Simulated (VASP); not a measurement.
# Si16H4F in VASP: single point with PBE

Aim: the single point of Si16H4F with PBE.

All numbers are computed with VASP 6.6.1; they aren't measurements. Logs are shortened: lines on timing, memory, paths and dates and some standing lists are left out, and cuts for length are marked.

## 1. The cell of the first run

The cell holds a slab with vacuum, 21 atoms: a = 7.679 Å, b = 7.679 Å, c = 16.419 Å, α = 90.00°, β = 90.00°, γ = 60.00°.

## 2. Single point, PBE, collinear spin

File INCAR:

```
PREC = Accurate
ENCUT = 520
EDIFF = 1E-6
ISMEAR = 0
SIGMA = 0.02
LREAL = Auto
LASPH = T
NELM = 150
ALGO = Normal
ISIF = 2
LWAVE = F
LCHARG = F
ISPIN = 2
MAGMOM = 0 0 0 0 0 0 0 0 0 0 0 0 0 0 0 0 0 0 0 0 1
LORBIT = 11
GGA = PE
NBANDS = 58
```

File KPOINTS:

```
regular mesh
0
Gamma
  2 2 1
```

File POSCAR:

```
Si16H4F
1.0
    7.6791800230      0.0000000000      0.0000000000
    3.8395900115      6.6503649801      0.0000000000
    0.0000000000      0.0000000000     16.4187650000
H Si F
4 16 1
Direct
    0.1666666633      0.1666666683      0.0609059200
    0.6666666683      0.1666666683      0.0609059200
    0.1666666667      0.6666666667      0.0609059200
    0.6666666683      0.6666666633      0.0609059200
    0.1666666633      0.1666666683      0.1522648000
    0.6666666683      0.1666666683      0.1522648000
    0.1666666667      0.6666666667      0.1522648000
    0.6666666683      0.6666666633      0.1522648000
   -0.1666666667      0.3333333333      0.1957277529
    0.3335025672      0.3329948656      0.1989772714
   -0.1670051344      0.8335025672      0.1989772714
    0.3335025672      0.8335025672      0.1989772714
   -0.1666666667      0.3333333333      0.3401592648
    0.3370267147      0.3259465706      0.3471304555
   -0.1740534294      0.8370267147      0.3471304555
    0.3370267147      0.8370267147      0.3471304555
   -0.0017154272      0.0034308543      0.3811942636
    0.5000000000      0.0000000000      0.3959473826
   -0.0017154272      0.4982845728      0.3811942636
    0.5034308543      0.4982845728      0.3811942636
    0.1666666667      0.6666666667      0.3005784886
```

Potentials or basis: VASP PAW PBE potentials, release 64 (H, Si, F).

Started as:

```console
$ cat potpaw_PBE.64/H/POTCAR potpaw_PBE.64/Si/POTCAR potpaw_PBE.64/F/POTCAR > POTCAR
$ mpirun -np 1 vasp_std > vasp.out
```

OUTCAR:

```text
PREC = Accurate
   ENCUT = 520
   EDIFF = 1E-6
   ISMEAR = 0
   LREAL = Auto
   LASPH = T
   NELM = 150
   ISIF = 2
   ISPIN = 2
   LORBIT = 11
   GGA = PE

 ion  position               nearest neighbor table
   1  0.167  0.167  0.061-   5 1.50
   2  0.667  0.167  0.061-   6 1.50
   3  0.167  0.667  0.061-   7 1.50
   4  0.667  0.667  0.061-   8 1.50
   5  0.167  0.167  0.152-   1 1.50   9 2.33  12 2.34  10 2.34
   6  0.667  0.167  0.152-   2 1.50   9 2.33  11 2.34  10 2.34
   7  0.167  0.667  0.152-   3 1.50  12 2.35  10 2.35  11 2.35  21 2.44
   8  0.667  0.667  0.152-   4 1.50   9 2.33  12 2.34  11 2.34
   9  0.833  0.333  0.196-   8 2.33   6 2.33   5 2.33  13 2.37
  10  0.334  0.333  0.199-   6 2.34   5 2.34   7 2.35  14 2.43
  11  0.833  0.834  0.199-   6 2.34   8 2.34   7 2.35  15 2.43
  12  0.334  0.834  0.199-   5 2.34   8 2.34   7 2.35  16 2.43
  13  0.833  0.333  0.340-  17 2.30  20 2.30  19 2.30   9 2.37
  14  0.337  0.326  0.347-  18 2.31  20 2.32  19 2.32  21 2.39  10 2.43
  15  0.826  0.837  0.347-  18 2.31  17 2.32  19 2.32  21 2.39  11 2.43
  16  0.337  0.837  0.347-  18 2.31  20 2.32  17 2.32  21 2.39  12 2.43
  17  0.998  0.003  0.381-  13 2.30  15 2.32  16 2.32
  18  0.500  0.000  0.396-  14 2.31  16 2.31  15 2.31
  19  0.998  0.498  0.381-  13 2.30  15 2.32  14 2.32
  20  0.503  0.498  0.381-  13 2.30  14 2.32  16 2.32
  21  0.167  0.667  0.301-  16 2.39  14 2.39  15 2.39   7 2.44

  LATTYP: Found a hexagonal cell.
 ALAT       =     7.6791800230
 C/A-ratio  =     2.1380883051

  Lattice vectors:

 A1 = (  -3.8395900115,  -6.6503649801,   0.0000000000)
 A2 = (   7.6791800230,   0.0000000000,   0.0000000000)
 A3 = (   0.0000000000,   0.0000000000,  16.4187650000)

Analysis of symmetry for initial positions (statically):
=====================================================================
 Subroutine PRICEL returns:
 Original cell was already a primitive cell.

 Routine SETGRP: Setting up the symmetry group for a
 hexagonal supercell.

 Subroutine GETGRP returns: Found  6 space group operations
 (whereof  2 operations were pure point group operations)
 out of a pool of 24 trial point group operations.

The static configuration has the point symmetry C_1h.
 The point group associated with its full space group is C_3v.

Analysis of symmetry for dynamics (positions and initial velocities):
=====================================================================
 Subroutine PRICEL returns:
 Original cell was already a primitive cell.

 Routine SETGRP: Setting up the symmetry group for a
 hexagonal supercell.

 Subroutine GETGRP returns: Found  6 space group operations
 (whereof  2 operations were pure point group operations)
 out of a pool of 24 trial point group operations.

The dynamic configuration has the point symmetry C_1h.
 The point group associated with its full space group is C_3v.

Analysis of structural, dynamic, and magnetic symmetry:
=====================================================================
 Subroutine PRICEL returns:
 Original cell was already a primitive cell.

 Routine SETGRP: Setting up the symmetry group for a
 hexagonal supercell.

 Subroutine GETGRP returns: Found  6 space group operations
 (whereof  2 operations were pure point group operations)
 out of a pool of 24 trial point group operations.

The overall configuration has the point symmetry C_1h.
 The point group associated with its full space group is C_3v.

 Subroutine INISYM returns: Found  6 space group operations
 (whereof  2 operations are pure point group operations),
 and found     1 'primitive' translations

----------------------------------------------------------------------------------------

                                     Primitive cell

  volume of cell :     838.4957

  direct lattice vectors                    reciprocal lattice vectors
     7.679180023  0.000000000  0.000000000     0.130222237 -0.075183844  0.000000000
     3.839590011  6.650364980  0.000000000     0.000000000  0.150367687  0.000000000
     0.000000000  0.000000000 16.418765000     0.000000000  0.000000000  0.060905921

  length of vectors
     7.679180023  7.679180023 16.418765000     0.150367687  0.150367687  0.060905921

[... 81 lines left out ...]
   dimension x,y,z NGXF=   120 NGYF=  120 NGZF=  252
   ions per type =               4  16   1
   NGX,Y,Z   is equivalent  to a cutoff of  12.99, 12.99, 12.76 a.u.
   NGXF,Y,Z  is equivalent  to a cutoff of  25.98, 25.98, 25.52 a.u.
 SYSTEM =  unknown system
   PREC   = accura    normal or accurate (medium, high low for compatibility)
   ISTART =      0    job   : 0-new  1-cont  2-samecut
   ICHARG =      2    charge: 1-file 2-atom 10-const
   ISPIN  =      2    spin polarized calculation?
   LNONCOLLINEAR =      F non collinear calculations
   LSORBIT =      F    spin-orbit coupling
   LASPH  =      T    aspherical Exc in radial PAW
   ENCUT  =  520.0 eV  38.22 Ry    6.18 a.u.  14.28 14.28 30.53*2*pi/ulx,y,z
   NELM   =    150;   NELMIN=  2; NELMDL= -5     # of ELM steps
   EDIFF  = 0.1E-05   stopping-criterion for ELM
   LREAL  =      T    real-space projection
   EDIFFG = 0.1E-04   stopping-criterion for IOM
   NSW    =      0    number of steps for IOM
   IBRION =     -1    ionic relax: 0-MD 1-quasi-New 2-CG
   NFREE  =      0    steps in history (QN), initial steepest desc. (CG)
   ISIF   =      2    stress and relaxation
   ISYM   =      2    0-nonsym 1-usesym 2-fastsym
   POTIM  = 0.5000    time-step for ionic-motion
   TEBEG  =    0.0;   TEEND  =   0.0 temperature during run
   PSTRESS=    0.0 pullay stress
   NELECT =      75.0000    total number of electrons
   NUPDOWN=      -1.0000    fix difference up-down
   EMIN   =  10.00;   EMAX   =-10.00  energy-range for DOS
   EFERMI =   0.00;   METHOD = LEGACY
   ISMEAR =     0;   SIGMA  =   0.02  broadening in eV -4-tet -1-fermi 0-gaus
   EFERMI_NEDOS =   21; number of points for ismear=-14 and -15
   IALGO  =     38    algorithm
   IMIX   =      4    mixing-type and parameters
     AMIX     =   0.40;   BMIX     =  1.00
     AMIX_MAG =   1.60;   BMIX_MAG =  1.00
  volume/ion in A,a.u.               =      39.93       269.45
  Fermi-wavevector in a.u.,A,eV,Ry     =   0.732141  1.383547  7.293145  0.536031
  Thomas-Fermi vector in A             =   1.824532
   LORBIT       =     11    0 simple, 1 ext, 2 COOP (PROOUT), +10 PAW based schemes
   GGA     = PE    functional components
   LHFCALC =     F    Hartree Fock is set to
   AEXX    =    0.0000 exact exchange contribution
   IVDW    =     0    specifies the selected vdW correction
   LEPSILON=     F    determine dielectric tensor
   LRPA    =     F    only Hartree local field effects (RPA)
 spin polarized calculation
 Gauss-broadening in eV      SIGMA  =   0.02
  energy-cutoff  :      520.00
  volume of cell :      838.50
 maximum number of plane-waves:     22627
 NGX is ok and might be reduce to    60
   NGX = 29   NGY = 29   NGZ = 61

 number of electron      75.0000001 magnetization       2.9999729

 Free energy of the ion-electron system (eV)
  ---------------------------------------------------
  ext. energy  EPLUGINS =         0.00000000
  ---------------------------------------------------
  free energy    TOTEN  =       -97.27286353 eV

  energy without entropy =      -97.27286353  energy(sigma->0) =      -97.27286353

 E-fermi :  -0.5041     XC(G=0):  -4.6330

 val. band max:       -0.6233883202   @ k =   0.5000   0.0000   0.0000
 cond. band min:      -0.3994763304   @ k =   0.0000   0.0000   0.0000
 fundamental gap:      0.2239119898
 Fermi energy:        -0.5041115277

 spin component 1

 k-point     1 :       0.0000    0.0000    0.0000
  band No.  band energies     occupation
      1     -23.8485      1.00000
      2     -11.8519      1.00000
      3     -10.9119      1.00000
      4     -10.0248      1.00000
      5     -10.0248      1.00000
      6      -9.7666      1.00000
[... 93 lines left out ...]
     48       3.0382      0.00000
     49       3.2646      0.00000
 Fermi energy:        -0.5041115277

 spin component 2

 k-point     1 :       0.0000    0.0000    0.0000
  band No.  band energies     occupation
      1     -23.7561      1.00000
      2     -11.7235      1.00000
      3     -10.7808      1.00000
      4      -9.8867      1.00000
      5      -9.8867      1.00000
      6      -9.6262      1.00000
[... 93 lines left out ...]
     48       3.2758      0.00000
     49       3.4483      0.00000
 [bands above 49 left out]

------------------------ aborting loop because EDIFF is reached ----------------------------------------

  FORCE on cell =-STRESS in cart. coord.  units (eV):
  Direction    XX          YY          ZZ          XY          YZ          ZX
  --------------------------------------------------------------------------------------
  -------------------------------------------------------------------------------------
  Total       12.3131239     12.3131239      0.3346466      0.0000000     -0.0000000     -0.0000000
  in kB       23.5276210     23.5276210      0.6394346      0.0000000     -0.0000000     -0.0000000
  external PRESSURE =      15.8982255 kB  Pullay stress =       0.0000000 kB

 VOLUME and BASIS-vectors are now :
 -----------------------------------------------------------------------------
  energy-cutoff  :      520.00
  volume of cell :      838.50
      direct lattice vectors                 reciprocal lattice vectors
     7.679180023  0.000000000  0.000000000     0.130222237 -0.075183844  0.000000000
     3.839590011  6.650364980  0.000000000     0.000000000  0.150367687  0.000000000
     0.000000000  0.000000000 16.418765000     0.000000000  0.000000000  0.060905921

 POSITION                                       TOTAL-FORCE (eV/Angst)
 -----------------------------------------------------------------------------------
      1.91979      1.10839      1.00000         0.031906     -0.018421     -0.082713
      5.75939      1.10839      1.00000        -0.031906     -0.018421     -0.082713
      3.83959      4.43358      1.00000        -0.000000      0.000000     -0.210453
      7.67918      4.43358      1.00000        -0.000000      0.036842     -0.082713
      1.91979      1.10839      2.50000         0.180552     -0.104242      0.081922
      5.75939      1.10839      2.50000        -0.180552     -0.104242      0.081922
[... 13 lines left out ...]
      5.77914      3.31377      6.25874        -0.010511      0.006069     -0.021235
      3.83959      4.43358      4.93513        -0.000000      0.000000      0.026310
 -----------------------------------------------------------------------------------
    total drift:                               -0.000000     -0.000000      0.040719

  FREE ENERGIE OF THE ION-ELECTRON SYSTEM (eV)
  ---------------------------------------------------
  free  energy   TOTEN  =       -97.2728635274 eV

  energy  without entropy=      -97.2728635274  energy(sigma->0) =      -97.27286353

 total charge

# of ion       s       p       d       tot
------------------------------------------
    1        0.556   0.014   0.000   0.570
    2        0.556   0.014   0.000   0.570
    3        0.565   0.013   0.000   0.578
    4        0.556   0.014   0.000   0.570
    5        0.737   0.982   0.000   1.719
    6        0.737   0.982   0.000   1.719
[... 13 lines left out ...]
   20        0.793   0.876   0.000   1.669
   21        1.759   4.313   0.000   6.072
--------------------------------------------------
tot         16.104  19.293   0.000  35.397

 magnetization (x)

# of ion       s       p       d       tot
------------------------------------------
    1        0.005   0.000   0.000   0.005
    2        0.005   0.000   0.000   0.005
    3        0.003   0.000   0.000   0.003
    4        0.005   0.000   0.000   0.005
    5        0.003   0.008   0.000   0.011
    6        0.003   0.008   0.000   0.011
[... 13 lines left out ...]
   20        0.020   0.159   0.000   0.178
   21        0.001   0.049   0.000   0.050
--------------------------------------------------
tot          0.151   0.868   0.000   1.019
```

Wall time 24 min (1 thread of Intel Xeon 8259CL, shared host); peak memory 1.3 GiB.

Results:

* Free energy: -97.2729 eV
* Largest force: 0.302 eV/Å
* Band gap on the k mesh: 0.22 eV (least direct gap 0.27 eV)
* Net moment: 3.00 μB per cell
* Site moments: H +0.01, +0.00 (each value once); Si +0.01, +0.02, +0.05, +0.03, -0.02, +0.18, +0.23 (each value once); F +0.05 μB
* Valence electrons inside the program's atomic spheres: H 0.57, 0.58 (each value once); Si 1.72, 1.69, 1.71, 1.68, 1.73, 1.67, 1.70 (each value once); F 6.07

Forces on the atoms (eV/Å):
```
H    0.032 -0.018 -0.083
H   -0.032 -0.018 -0.083
H    0.000  0.000 -0.210
H    0.000  0.037 -0.083
Si   0.181 -0.104  0.082
Si  -0.181 -0.104  0.082
Si   0.000  0.000  0.302
Si   0.000  0.208  0.082
Si   0.000  0.000  0.012
Si   0.000 -0.006 -0.022
Si  -0.005  0.003 -0.022
Si   0.005  0.003 -0.022
Si   0.000  0.000 -0.011
Si   0.000 -0.006  0.036
Si  -0.005  0.003  0.036
Si   0.005  0.003  0.036
Si   0.000 -0.012 -0.021
Si   0.000  0.000 -0.095
Si   0.011  0.006 -0.021
Si  -0.011  0.006 -0.021
F    0.000  0.000  0.026
```

Caveat: the k points lie up to 0.47 Å⁻¹ apart; there is no dipole correction, which matters where the two faces differ; semilocal functionals underestimate gaps, and a narrow one can read as zero.
